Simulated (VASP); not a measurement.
The system is Al.

```
Al
1.0
     0.00000   -3.23502    0.00000
    -3.23502    0.00000    0.00000
     0.00000    0.00000   -3.23502
Al
2
Direct
  0.36807 0.47245 0.63625
  0.13193 0.02755 0.86375
```

| Item | Value |
| --- | --- |
| Program | VASP 6.6.1 |
| Task | relaxation of the atoms |
| Functional | PBE |
| Potentials or basis | VASP PAW PBE potentials, release 64 (Al) |
| Cutoff | 520 eV |
| k mesh | 10 × 10 × 10 |
| Occupations | gaussian, width 0.15 eV |
| Spin | no spin polarisation |

At the start: pressure 56.2 GPa; volume 16.93 Å³/atom.

**Question.** Where does the relaxation end?

**Answer.** Over 13 steps the energy falls by 2993.9 meV/atom at a fixed cell; space group C2/m (No. 12, to 0.1 Å) before, Im-3m (No. 229, to 0.1 Å).

The path:
```
step  energy change (eV)  largest force (eV/Å)  pressure (GPa)
   1              0.0000               14.9446           56.22
   2             -5.4510                1.9111            7.92
   3             -5.4024                2.9035            7.84
   4             -5.5519                2.0256            6.33
   5             -5.5534                1.9672            6.35
   6             -5.8199                1.1022            2.70
   7             -5.9371                0.6217            1.01
   8             -5.9471                0.5658            0.85
   9             -5.9761                0.2947            0.48
  10             -5.9869                0.0748            0.35
  11             -5.9869                0.0742            0.35
  12             -5.9875                0.0346            0.34
  13             -5.9877                0.0021            0.34
```

Final structure:
```yaml
crystal:
  lattice:
    - [0.00000, -3.23502, 0.00000]
    - [-3.23502, 0.00000, 0.00000]
    - [0.00000, 0.00000, -3.23502]
  atoms:
    - { symbol: Al, position: [0.50005, 0.50005, 0.49994] }
    - { symbol: Al, position: [0.99995, 0.99995, 0.00006] }
```

Caveat: the highest band is partly filled, so the run has too few bands.
